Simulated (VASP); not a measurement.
# Rh (P6_3/mmc) in VASP: further runs

The runs below take Rh through single point, with PBEsol.

Everything below comes from runs of VASP 6.6.1. Logs are shortened: lines on timing, memory, paths and dates and some standing lists are left out, and cuts for length are marked.

## Step 1: The cell of the first run

The structure is hexagonal, space group P6_3/mmc (No. 194). Conventional cell: a = 2.675 Å, b = 2.675 Å, c = 4.338 Å, α = 90.00°, β = 90.00°, γ = 120.00°. Within 3.5 Å of Rh (site symmetry -6m2) lie 12 Rh at 2.66 to 2.68 Å.

## Step 2: Single point, PBEsol

File INCAR:

```
  PREC = Accurate
  ENCUT = 520
  EDIFF = 1E-6
  ISMEAR = -1
  SIGMA = 0.15
  LREAL = False
  LASPH = True
  NELM = 80
  ALGO = Normal
  ISIF = 2
  LWAVE = False
  LCHARG = False
  GGA = PS
  NBANDS = 22
```

File KPOINTS:

```
regular mesh
0
Gamma
  12 12 7
```

File POSCAR:

```
Rh
1.0
    2.6752290916      0.0000000000      0.0000000000
   -1.3376150356      2.3168161670      0.0000000000
    0.0000000000      0.0000000000      4.3380863070
Rh
2
Direct
    0.6666666667      0.3333333333      0.7500000000
    0.3333333333      0.6666666667      0.2500000000
```

Potentials or basis: VASP PAW PBE potentials, release 64 (Rh_pv).

Launch:

```bash
$ cat potpaw_PBE.64/Rh_pv/POTCAR > POTCAR
$ mpirun -np 1 vasp_std > vasp.out
```

OUTCAR:

```text
PREC = Accurate
   ENCUT = 520
   EDIFF = 1E-6
   ISMEAR = -1
   LREAL = False
   LASPH = True
   NELM = 80
   ISIF = 2
   GGA = PS

 ion  position               nearest neighbor table
   1  0.667  0.333  0.750-   2 2.66   2 2.66   2 2.66   2 2.66   2 2.66   2 2.66
   2  0.333  0.667  0.250-   1 2.66   1 2.66   1 2.66   1 2.66   1 2.66   1 2.66

  LATTYP: Found a hexagonal cell.
 ALAT       =     2.6752290916
 C/A-ratio  =     1.6215756328

  Lattice vectors:

 A1 = (   2.6752290916,   0.0000000000,   0.0000000000)
 A2 = (  -1.3376150356,   2.3168161670,   0.0000000000)
 A3 = (   0.0000000000,   0.0000000000,   4.3380863070)

Analysis of symmetry for initial positions (statically):
=====================================================================
 Subroutine PRICEL returns:
 Original cell was already a primitive cell.

 Routine SETGRP: Setting up the symmetry group for a
 hexagonal supercell.

 Subroutine GETGRP returns: Found 24 space group operations
 (whereof 12 operations were pure point group operations)
 out of a pool of 24 trial point group operations.

The static configuration has the point symmetry D_3d.
 The point group associated with its full space group is D_6h.

Analysis of symmetry for dynamics (positions and initial velocities):
=====================================================================
 Subroutine PRICEL returns:
 Original cell was already a primitive cell.

 Routine SETGRP: Setting up the symmetry group for a
 hexagonal supercell.

 Subroutine GETGRP returns: Found 24 space group operations
 (whereof 12 operations were pure point group operations)
 out of a pool of 24 trial point group operations.

The dynamic configuration has the point symmetry D_3d.
 The point group associated with its full space group is D_6h.

 Subroutine INISYM returns: Found 24 space group operations
 (whereof 12 operations are pure point group operations),
 and found     1 'primitive' translations

----------------------------------------------------------------------------------------

                                     Primitive cell

  volume of cell :      26.8875

  direct lattice vectors                    reciprocal lattice vectors
     2.675229092  0.000000000  0.000000000     0.373799763  0.215813490  0.000000000
    -1.337615036  2.316816167  0.000000000     0.000000000  0.431626822  0.000000000
     0.000000000  0.000000000  4.338086307     0.000000000  0.000000000  0.230516391

  length of vectors
     2.675229092  2.675229174  4.338086307     0.431626836  0.431626822  0.230516391

  position of ions in fractional coordinates (direct lattice)
     0.666666667  0.333333333  0.750000000
     0.333333333  0.666666667  0.250000000

  ion indices of the primitive-cell ions
   primitive index   ion index
                 1           1
                 2           2

----------------------------------------------------------------------------------------

 KPOINTS: regular mesh

Automatic generation of k-mesh.
 Grid dimensions read from file:
 generate k-points for:   12   12    7

 Generating k-lattice:

  Cartesian coordinates                     Fractional coordinates (reciprocal lattice)
     0.031149980  0.017984458  0.000000000     0.083333333  0.000000000  0.000000000
     0.000000000  0.035968902  0.000000000     0.000000000  0.083333333  0.000000000
     0.000000000  0.000000000  0.032930913     0.000000000  0.000000000  0.142857143

  Length of vectors
     0.035968903  0.035968902  0.032930913

  Shift w.r.t. Gamma in fractional coordinates (k-lattice)
     0.000000000  0.000000000  0.000000000

 Subroutine IBZKPT returns following result:
 ===========================================

 Found     76 irreducible k-points:

 Following reciprocal coordinates:
            Coordinates               Weight
  0.000000  0.000000  0.000000      1.000000
  0.083333 -0.000000  0.000000      6.000000
  0.166667  0.000000  0.000000      6.000000
  0.250000  0.000000  0.000000      6.000000
  0.333333  0.000000  0.000000      6.000000
  0.416667  0.000000  0.000000      6.000000
[... 16 lines left out ...]
  0.250000  0.000000  0.142857     12.000000
  0.333333  0.000000  0.142857     12.000000
 [... further k-points ...]
   k-points           NKPTS =     76   k-points in BZ     NKDIM =     76   number of bands    NBANDS=     22
   number of dos      NEDOS =    301   number of ions     NIONS =      2
   total plane-waves  NPLWV =  12800
   dimension x,y,z NGX =    20 NGY =   20 NGZ =   32
   dimension x,y,z NGXF=    40 NGYF=   40 NGZF=   64
   ions per type =               2
   NGX,Y,Z   is equivalent  to a cutoff of  12.43, 12.43, 12.26 a.u.
   NGXF,Y,Z  is equivalent  to a cutoff of  24.86, 24.86, 24.53 a.u.
 SYSTEM =  unknown system
   PREC   = accura    normal or accurate (medium, high low for compatibility)
   ISTART =      0    job   : 0-new  1-cont  2-samecut
   ICHARG =      2    charge: 1-file 2-atom 10-const
   ISPIN  =      1    spin polarized calculation?
   LNONCOLLINEAR =      F non collinear calculations
   LSORBIT =      F    spin-orbit coupling
   LASPH  =      T    aspherical Exc in radial PAW
   ENCUT  =  520.0 eV  38.22 Ry    6.18 a.u.   4.97  4.97  8.07*2*pi/ulx,y,z
   NELM   =     80;   NELMIN=  2; NELMDL= -5     # of ELM steps
   EDIFF  = 0.1E-05   stopping-criterion for ELM
   LREAL  =      F    real-space projection
   EDIFFG = 0.1E-04   stopping-criterion for IOM
   NSW    =      0    number of steps for IOM
   IBRION =     -1    ionic relax: 0-MD 1-quasi-New 2-CG
   NFREE  =      0    steps in history (QN), initial steepest desc. (CG)
   ISIF   =      2    stress and relaxation
   ISYM   =      2    0-nonsym 1-usesym 2-fastsym
   POTIM  = 0.5000    time-step for ionic-motion
   TEBEG  =    0.0;   TEEND  =   0.0 temperature during run
   PSTRESS=    0.0 pullay stress
   NELECT =      30.0000    total number of electrons
   NUPDOWN=      -1.0000    fix difference up-down
   EMIN   =  10.00;   EMAX   =-10.00  energy-range for DOS
   EFERMI =   0.00;   METHOD = LEGACY
   ISMEAR =    -1;   SIGMA  =   0.15  broadening in eV -4-tet -1-fermi 0-gaus
   EFERMI_NEDOS =   21; number of points for ismear=-14 and -15
   IALGO  =     38    algorithm
   IMIX   =      4    mixing-type and parameters
     AMIX     =   0.40;   BMIX     =  1.00
     AMIX_MAG =   1.60;   BMIX_MAG =  1.00
  volume/ion in A,a.u.               =      13.44        90.72
  Fermi-wavevector in a.u.,A,eV,Ry     =   1.697976  3.208710 39.227285  2.883124
  Thomas-Fermi vector in A             =   2.778560
   LORBIT       =      0    0 simple, 1 ext, 2 COOP (PROOUT), +10 PAW based schemes
   GGA     = PS    functional components
   LHFCALC =     F    Hartree Fock is set to
   AEXX    =    0.0000 exact exchange contribution
   IVDW    =     0    specifies the selected vdW correction
   LEPSILON=     F    determine dielectric tensor
   LRPA    =     F    only Hartree local field effects (RPA)
 non-spin polarized calculation
  energy-cutoff  :      520.00
  volume of cell :       26.89
 maximum number of plane-waves:       744
 NGX is ok and might be reduce to    20
   NGX =  9   NGY =  9   NGZ = 17

 number of electron      30.0000000 magnetization

 Free energy of the ion-electron system (eV)
  ---------------------------------------------------
  ext. energy  EPLUGINS =         0.00000000
  ---------------------------------------------------
  free energy    TOTEN  =       -16.30979641 eV

  energy without entropy =      -16.08058714  energy(sigma->0) =      -16.19519178

 E-fermi :  12.2538     XC(G=0): -14.3606

 val. band max:       12.2461972443   @ k =   0.3333   0.3333   0.1429
 cond. band min:      12.2614067579   @ k =   0.1667   0.0833   0.4286
 fundamental gap:      0.0152095136
 Fermi energy:        12.2537935524

 k-point     1 :       0.0000    0.0000    0.0000
  band No.  band energies     occupation
      1     -34.9883      2.00000
      2     -34.2818      2.00000
      3     -34.2818      2.00000
      4     -34.1780      2.00000
      5     -34.1677      2.00000
      6     -34.1677      2.00000
[... 14 lines left out ...]
     21      30.3095      0.00000
     22      31.0119      0.00000

 k-point     2 :       0.0833   -0.0000    0.0000
  band No.  band energies     occupation
      1     -34.9708      2.00000
      2     -34.3219      2.00000
      3     -34.2948      2.00000
      4     -34.2092      2.00000
      5     -34.1851      2.00000
      6     -34.1740      2.00000
[... 14 lines left out ...]
     21      30.5987      0.00000
     22      31.2347      0.00000

 k-point     3 :       0.1667    0.0000    0.0000
  band No.  band energies     occupation
      1     -34.9208      2.00000
      2     -34.4315      2.00000
      3     -34.3292      2.00000
      4     -34.3210      2.00000
      5     -34.2067      2.00000
      6     -34.1922      2.00000
[... 14 lines left out ...]
     21      31.0461      0.00000
     22      31.0839      0.00000

 k-point     4 :       0.2500    0.0000    0.0000
  band No.  band energies     occupation
      1     -34.8456      2.00000
      2     -34.5814      2.00000
      3     -34.4694      2.00000
      4     -34.3746      2.00000
      5     -34.2430      2.00000
      6     -34.2182      2.00000
[... 14 lines left out ...]
     21      29.4479      0.00000
     22      29.6147      0.00000

 k-point     5 :       0.3333    0.0000    0.0000
  band No.  band energies     occupation
      1     -34.7572      2.00000
      2     -34.7313      2.00000
      3     -34.6134      2.00000
      4     -34.4186      2.00000
      5     -34.2923      2.00000
      6     -34.2453      2.00000
[... 417 lines left out ...]
 k-point    22 :       0.1667    0.0000    0.1429
  band No.  band energies     occupation
      1     -34.8916      2.00000
      2     -34.4217      2.00000
      3     -34.3492      2.00000
      4     -34.3225      2.00000
      5     -34.2194      2.00000
      6     -34.1990      2.00000
[... 14 lines left out ...]
     21      30.4886      0.00000
     22      30.8614      0.00000

 k-point    23 :       0.2500    0.0000    0.1429
  band No.  band energies     occupation
      1     -34.8342      2.00000
      2     -34.5615      2.00000
      3     -34.4930      2.00000
      4     -34.3669      2.00000
      5     -34.2515      2.00000
      6     -34.2261      2.00000
[... 14 lines left out ...]
     21      29.4774      0.00000
     22      29.7515      0.00000

 k-point    24 :       0.3333    0.0000    0.1429
  band No.  band energies     occupation
      1     -34.8109      2.00000
      2     -34.6686      2.00000
      3     -34.6208      2.00000
      4     -34.4102      2.00000
      5     -34.2936      2.00000
      6     -34.2540      2.00000
[... 14 lines left out ...]
     21      27.8602      0.00000
     22      27.9803      0.00000

 [... further k-points ...]

------------------------ aborting loop because EDIFF is reached ----------------------------------------

  FORCE on cell =-STRESS in cart. coord.  units (eV):
  Direction    XX          YY          ZZ          XY          YZ          ZX
  --------------------------------------------------------------------------------------
  -------------------------------------------------------------------------------------
  Total        0.6569356      0.6569355      0.3816193     -0.0000001      0.0000000     -0.0000000
  in kB       39.1455694     39.1455631     22.7399875     -0.0000083      0.0000000     -0.0000000
  external PRESSURE =      33.6770400 kB  Pullay stress =       0.0000000 kB

 VOLUME and BASIS-vectors are now :
 -----------------------------------------------------------------------------
  energy-cutoff  :      520.00
  volume of cell :       26.89
      direct lattice vectors                 reciprocal lattice vectors
     2.675229092  0.000000000  0.000000000     0.373799763  0.215813490  0.000000000
    -1.337615036  2.316816167  0.000000000     0.000000000  0.431626822  0.000000000
     0.000000000  0.000000000  4.338086307     0.000000000  0.000000000  0.230516391

 POSITION                                       TOTAL-FORCE (eV/Angst)
 -----------------------------------------------------------------------------------
      1.33761      0.77227      3.25356        -0.000000      0.000000      0.000000
     -0.00000      1.54454      1.08452         0.000000     -0.000000      0.000000
 -----------------------------------------------------------------------------------
    total drift:                               -0.000000      0.000000     -0.000000

  FREE ENERGIE OF THE ION-ELECTRON SYSTEM (eV)
  ---------------------------------------------------
  free  energy   TOTEN  =       -16.3097964091 eV

  energy  without entropy=      -16.0805871437  energy(sigma->0) =      -16.19519178
```

Wall time 22 s (1 thread of Intel Xeon Platinum 8488C (Sapphire Rapids), shared host); peak memory 0.15 GiB.

What came out:

| Item | Value |
| --- | --- |
| Free energy | -16.3098 eV |
| Pressure | 3.4 GPa |
| Band gap on the k mesh | zero (band 15 reaches 12.94 eV, above the bottom of band 16 at 10.41 eV) |

Stress tensor (GPa, compression positive):
```
3.91 0.00 0.00
0.00 3.91 0.00
0.00 0.00 2.27
```

Levels at points of the mesh, in eV from the Fermi level:
| k point | band 11 | band 12 | band 13 | band 14 | band 15 | band 16 | band 17 | band 18 | band 19 | band 20 |
| --- | --- | --- | --- | --- | --- | --- | --- | --- | --- | --- |
| (0.00, 0.00, 0.00) | -3.14 | -2.60 | -2.60 | -1.95 | -1.95 | 0.17 | 0.17 | 0.61 | 8.79 | 15.84 |
| (0.50, 0.00, 0.00) | -2.82 | -2.32 | -2.25 | 0.49 | 0.68 | 0.81 | 3.11 | 5.25 | 10.46 | 10.93 |

Caveat: the PAW data sets were made with another functional, which shifts forces and pressure a little.

## Step 3: Single point, PBEsol

This run uses another cell than the first one, of 13.73 Å³/atom, 1.021 times its volume.

File INCAR:

```
SYSTEM = Rh
ALGO = Normal
EDIFF = 1E-6
ENCUT = 520
GGA = PS
ISIF = 2
ISMEAR = -1
LASPH = .True.
LCHARG = .False.
LREAL = .False.
LWAVE = .False.
NBANDS = 22
NELM = 60
PREC = Accurate
SIGMA = 0.15
```

File KPOINTS:

```
k-points
0
Gamma
  12 12 7
  0 0 0
```

File POSCAR:

```
Rh
1.0
    2.6940693538      0.0000000000      0.0000000000
   -1.3470351702      2.3331323113      0.0000000000
    0.0000000000      0.0000000000      4.3686372171
Rh
2
Direct
    0.6666666667      0.3333333333      0.7500000000
    0.3333333333      0.6666666667      0.2500000000
```

Potentials or basis: VASP PAW PBE potentials, release 64 (Rh_pv).

Launch:

```bash
$ cat potpaw_PBE.64/Rh_pv/POTCAR > POTCAR
$ mpirun -np 1 vasp_std > vasp.out
```

Run time: 25 s. Hardware: 1 thread of Intel Xeon Platinum 8488C (Sapphire Rapids), shared host; peak memory 0.15 GiB.

Results (log left out):

| Property | Result |
| --- | --- |
| Free energy | -16.3113 eV |
| Pressure | -2.7 GPa |
| Band gap on the k mesh | zero (band 15 reaches 12.52 eV, above the bottom of band 16 at 10.08 eV) |

Stress tensor (GPa, compression positive):
```
-2.12  0.00  0.00
 0.00 -2.12  0.00
 0.00  0.00 -3.85
```

Levels at points of the mesh, in eV from the Fermi level:
```tsv
k point	band 12	band 13	band 14	band 15	band 16	band 17	band 18	band 19
(0.00, 0.00, 0.00)	-2.51	-2.51	-1.88	-1.88	0.17	0.17	0.63	8.57
(0.50, 0.00, 0.00)	-2.25	-2.18	0.47	0.66	0.78	3.04	5.14	10.30
```

Caveat: the PAW data sets were made with another functional, which shifts forces and pressure a little.

## Step 4: Single point, PBEsol

This run uses another cell than the first one, of 14.02 Å³/atom, 1.043 times its volume.

File INCAR:

```
SYSTEM = Rh
  ALGO = Normal
  EDIFF = 1E-6
  ENCUT = 520
  GGA = PS
  ISIF = 2
  ISMEAR = -1
  LASPH = .TRUE.
  LCHARG = .TRUE.
  LELF = .TRUE.
  LREAL = .FALSE.
  LVHAR = .TRUE.
  LWAVE = .FALSE.
  NBANDS = 22
  NELM = 80
  PREC = Accurate
  SIGMA = 0.15
```

File KPOINTS:

```
k-points
0
G
  12 12 7
  0 0 0
```

File POSCAR:

```
Rh
1.0
    2.7126497296      0.0000000000      0.0000000000
   -1.3563253614      2.3492233875      0.0000000000
    0.0000000000      0.0000000000      4.3987667018
Rh
2
Direct
    0.6666666667      0.3333333333      0.7500000000
    0.3333333333      0.6666666667      0.2500000000
```

Launch:

```bash
$ cat potpaw_PBE.64/Rh_pv/POTCAR > POTCAR
$ mpirun -np 1 vasp_std > vasp.out
```

It took 27 s on 1 thread of Intel Xeon Platinum 8488C (Sapphire Rapids), shared host; peak memory 0.15 GiB.

The run converged. Its results:

- Free energy: -16.2924 eV
- Pressure: -8.0 GPa
- Band gap on the k mesh: zero (band 15 reaches 12.11 eV, above the bottom of band 16 at 9.76 eV)

Stress tensor (GPa, compression positive):
```
-7.43  0.00  0.00
 0.00 -7.43  0.00
 0.00  0.00 -9.22
```

Levels at points of the mesh, in eV from the Fermi level:
```csv
k point,band 11,band 12,band 13,band 14,band 15,band 16,band 17,band 18,band 19,band 20
"(0.00, 0.00, 0.00)",-2.93,-2.43,-2.43,-1.82,-1.82,0.16,0.16,0.66,8.37,15.85
"(0.50, 0.00, 0.00)",-2.64,-2.18,-2.11,0.46,0.64,0.75,2.97,5.03,10.14,10.61
```

Caveat: the PAW data sets were made with another functional, which shifts forces and pressure a little.

## Step 5: The runs side by side

| cell | gap on the mesh (eV) | pressure (GPa) |
| --- | --- | --- |
| a = 2.675, b = 2.675, c = 4.338 Å, angles 90.0, 90.0, 120.0°, 2 atoms | none | 3.4 |
| a = 2.694, b = 2.694, c = 4.369 Å, angles 90.0, 90.0, 120.0°, 2 atoms | none | -2.7 |
| a = 2.713, b = 2.713, c = 4.399 Å, angles 90.0, 90.0, 120.0°, 2 atoms | none | -8.0 |

Alike in all rows: task single point; level PBEsol; potentials or basis VASP PAW PBE potentials, release 64 (Rh_pv); no spin polarisation; k mesh 12 × 12 × 7; cutoff (eV) 520; smearing fermi-dirac 0.15 eV.

Caveats: the PAW data sets were made with another functional, which shifts forces and pressure a little.

Total energies depend on the potentials used, so only differences within one code and one set of settings carry meaning.
